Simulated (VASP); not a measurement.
Input of a VASP 6.6.1 run:

File INCAR:

```
PREC     = Accurate       # precision mode
ENCUT    = 520            # plane-wave cutoff, eV
EDIFF    = 1E-6           # SCF threshold, eV
ISMEAR   = 1              # smearing method
SIGMA    = 0.15           # smearing width, eV
LREAL    = False          # projectors in reciprocal space
LASPH    = True           # aspherical terms in the spheres
NELM     = 80             # most SCF steps
ALGO     = Normal         # electronic algorithm
ISIF     = 2              # what is computed and relaxed
LWAVE    = False          # write WAVECAR
LCHARG   = False          # write CHGCAR
GGA      = PE             # functional
NBANDS   = 28             # bands
```

KPOINTS

```
regular mesh
0
Gamma
  6 6 4
```

Contents of POSCAR:

```
Na4NO
1.0
    4.1189873244      0.0000000000      0.0000000000
    0.0000000000      4.1189873244      0.0000000000
    0.0000000000      0.0000000000      6.0275215741
Na N O
4 1 1
Direct
    0.0000000000      0.5000000000      0.2619240000
    0.5000000000      0.0000000000      0.7380760000
    0.0000000000      0.5000000000      0.7380760000
    0.5000000000      0.0000000000      0.2619240000
    0.0000000000      0.0000000000      0.0000000000
    0.5000000000      0.5000000000      0.5000000000
```

Potentials or basis: VASP PAW PBE potentials, release 64 (Na_pv, N, O).

The run is started by

```console
$ cat potpaw_PBE.64/Na_pv/POTCAR potpaw_PBE.64/N/POTCAR potpaw_PBE.64/O/POTCAR > POTCAR
$ mpirun -np 1 vasp_std > vasp.out
```

(1) Estimate the band gap on the k mesh.

(2) Estimate the pressure.

Results:

(1) zero (an odd number of electrons rules out a gap without spin polarisation).

(2) -2.9 GPa.

Caveat: an odd number of electrons without spin polarisation forces a metal; a magnetic or distorted state may lie lower.
